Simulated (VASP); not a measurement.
NbTe:

```
Te Nb
1.0
     3.67812    0.00000    0.00000
    -1.83906    3.18535    0.00000
     0.00000    0.00000    3.66942
Te Nb
1 1
Direct
  0.66667 0.33333 0.00000
  0.00000 0.00000 0.50000
```

Base run:

* Program: VASP 6.6.1
* Functional: r2SCAN
* Potentials or basis: VASP PAW PBE potentials, release 64 (Te, Nb_sv)
* Cutoff: 520 eV
* k mesh: 8 × 8 × 7
* Occupations: fermi-dirac, width 0.05 eV
* Spin: no spin polarisation

Its results: pressure 0.9 GPa.

The run is repeated on the same cell with these changes: functional from r2SCAN to LDA; potentials or basis from VASP PAW PBE potentials, release 64 (Te, Nb_sv) to VASP PAW LDA potentials, release 64 (Te, Nb_sv). What comes out?

Pressure -5.3 GPa.

Caveats: the PAW data sets were made with another functional, which shifts forces and pressure a little (some runs).
